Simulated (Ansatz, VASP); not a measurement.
Given: the input of a run of VASP 6.6.1 on In.

INCAR

```
SYSTEM = In
PREC     = Accurate       ! precision mode
ENCUT    = 520            ! plane-wave cutoff, eV
EDIFF    = 1E-6           ! SCF threshold, eV
ISMEAR   = 0              ! smearing method
SIGMA    = 0.05           ! smearing width, eV
LREAL    = .FALSE.        ! projectors in reciprocal space
LASPH    = .TRUE.         ! aspherical terms in the spheres
NELM     = 100            ! most SCF steps
ALGO     = Normal         ! electronic algorithm
ISIF     = 2              ! what is computed and relaxed
LWAVE    = .FALSE.        ! write WAVECAR
LCHARG   = .FALSE.        ! write CHGCAR
NBANDS   = 12             ! bands
```

File KPOINTS:

```
Automatic mesh
0
G
  11 11 11
  0 0 0
```

File POSCAR:

```
In
1.0
    3.3769064400      0.0000000000      0.0000000000
    0.2472340469      3.3678438845      0.0000000000
   -1.8120702438     -1.6839219426      2.2987617161
In
1
Direct
    0.0000000000      0.0000000000      0.0000000000
```

Potentials or basis: VASP PAW LDA potentials, release 64 (In_d).

The run is started by

```console
$ cat potpaw_LDA.64/In_d/POTCAR > POTCAR
$ mpirun -np 1 vasp_std > vasp.out
```

Set up the same calculation for Ansatz 0.2.0. Potentials there: all-electron LAPW, scalar-relativistic.

As run (the cutoff follows the program's own potentials):

Contents of input.yaml:

```yaml
crystal:
  lattice:
    - [3.37690644, 0.0, 0.0]
    - [0.2472340469, 3.3678438845, 0.0]
    - [-1.8120702438, -1.6839219426, 2.2987617161]
  atoms:
    - { symbol: In, position: [0.0, 0.0, 0.0] }
kpoints:
  mp_grid: { grid: [11, 11, 11] }
scf:
  occupations: { method: gaussian, width: 0.05 }
hamiltonian:
  xc: lda
  pseudopotentials: { kind: all_electron, lapw: { basis_error: 0.001 } }
output:
  forces: true
  stress: true
  eigenvalues: true
```

Potentials or basis: all-electron LAPW, scalar-relativistic.

Command:

```bash
$ ansatz run input.yaml --threads 1 --pin off --max-ram 3072MiB --backend cpu --events-out ev --progress --plain --runs-dir out
```

Both were run:

|  | VASP | Ansatz | Ansatz less VASP |
| --- | --- | --- | --- |
| gap on the k mesh at the Fermi level (eV) | none | none | - |
| pressure (GPa) | -2.6 | -2.6 | +0.01 |
| traceless stress, the component that is largest in VASP (GPa) | -0.17 | -0.14 | +0.028 |

LDA's correlation is that of Perdew and Zunger in VASP and of Perdew and Wang (1992) in Ansatz. A gap of «none» marks a metal or a gap that the smearing closes. Ansatz ran all-electron here, and VASP with PAW potentials.
